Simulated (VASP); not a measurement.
A run of VASP 6.6.1:

The input INCAR:

```
SYSTEM = Be
PREC = Accurate
ENCUT = 600
EDIFF = 1E-7
ISMEAR = 0
SIGMA = 0.1
LREAL = .FALSE.
LASPH = .TRUE.
NELM = 100
ALGO = Normal
ISIF = 3
LWAVE = .FALSE.
LCHARG = .FALSE.
GGA = PE
IBRION = 2
NSW = 100
EDIFFG = -0.01
```

KPOINTS

```
regular mesh
0
G
  12 12 12
  0 0 0
```

File POSCAR:

```
Be
1.0
    0.0000000000      2.9026720744      2.9026720744
    2.9026720744      0.0000000000      2.9026720744
    2.9026720744      2.9026720744      0.0000000000
Be
6
Direct
    0.5000000000      0.5000000000      0.5000000000
    0.7500000000      0.7500000000      0.7500000000
    0.1250000000      0.1250000000      0.1250000000
    0.1250000000      0.1250000000      0.6250000000
    0.1250000000      0.6250000000      0.1250000000
    0.6250000000      0.1250000000      0.1250000000
```

Potentials or basis: VASP PAW PBE potentials, release 64 (Be).

Command:

```console
$ cat potpaw_PBE.64/Be/POTCAR > POTCAR
$ mpirun -np 1 vasp_std > vasp.out
```

Hardware: 1 thread of Oxide Virtual Turin-like Processor, with other jobs on the host.

Q: How long does it take, and how much memory?

A: Run time: 96 s on 1 thread of Oxide Virtual Turin-like Processor, with other jobs on the host, peak memory 0.18 GiB. Counts: scf iterations 17, k points 72, ion steps 2.
